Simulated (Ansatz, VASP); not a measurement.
# One calculation of O, two programs

```xyz
2
Lattice="0.2549 1.7710 4.4625 2.1081 0.4481 4.3812 2.1443 1.6120 0.1718" Properties=species:S:1:pos:R:3 pbc="T T T"
O     2.1855    1.6652    0.8151
O     2.3219    2.1659    8.2005
```

Change from the starting cell: all atoms moved at random, sigma 0.02 Å a component, cell strained at random, sigma 0.1.

Alike in both runs: task single point; functional PBE; dispersion D3(BJ); k mesh 14 × 14 × 14; occupations gaussian, width 0.15 eV; no spin polarisation.

|  | VASP | Ansatz |
| --- | --- | --- |
| version | VASP 6.6.1 | Ansatz 0.2.0 |
| potentials or method | VASP PAW PBE potentials, release 64 (O), cutoff 520 eV | scalar-relativistic, plane waves, PAW |
| valence electrons in the cell | 12 | 12 |

```tsv
	VASP	Ansatz	Ansatz less VASP
gap on the k mesh at the Fermi level (eV)	none	none	-
pressure (GPa)	-8.7	-10.2	-1.44
traceless stress, the component that is largest in VASP (GPa)	-21.35	-24.70	-3.358
rms of the force components (eV/Å)	2.125	2.482	+0.3569
```

Atom by atom the forces differ by 0.363 eV/Å (rms over components). A gap of «none» marks a metal or a gap that the smearing closes.

Noted on VASP's run: spin is off for a triplet molecule.
